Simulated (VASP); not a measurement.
Crystal: BN.

```xyz
4
Lattice="2.5360 0.0000 0.0000 -1.2680 2.1962 0.0000 0.0000 0.0000 4.1990" Properties=species:S:1:pos:R:3 pbc="T T T"
B     1.2680    0.7321    0.0000
B     0.0000    1.4642    2.0995
N     1.2680    0.7321    1.5746
N     0.0000    1.4642    3.6741
```

Base run:

| Item | Value |
| --- | --- |
| Program | VASP 6.6.1 |
| Functional | RPBE |
| Potentials or basis | VASP PAW PBE potentials, release 64 (B, N) |
| Cutoff | 520 eV |
| k mesh | 8 × 8 × 5 |
| Occupations | gaussian, width 0.01 eV |
| Spin | no spin polarisation |

Its results: band gap on the k mesh 5.59 eV, indirect (least direct gap 8.40 eV); pressure 14.2 GPa; largest force 0.062 eV/Å.

Q: The run is repeated on the same cell with these changes: functional from RPBE to BLYP. What comes out?

A: Band gap on the k mesh 5.91 eV, indirect (least direct gap 8.55 eV); pressure 15.0 GPa; largest force 0.042 eV/Å.

Caveats: the PAW data sets were made with another functional, which shifts forces and pressure a little.

A k mesh can miss the band edges.
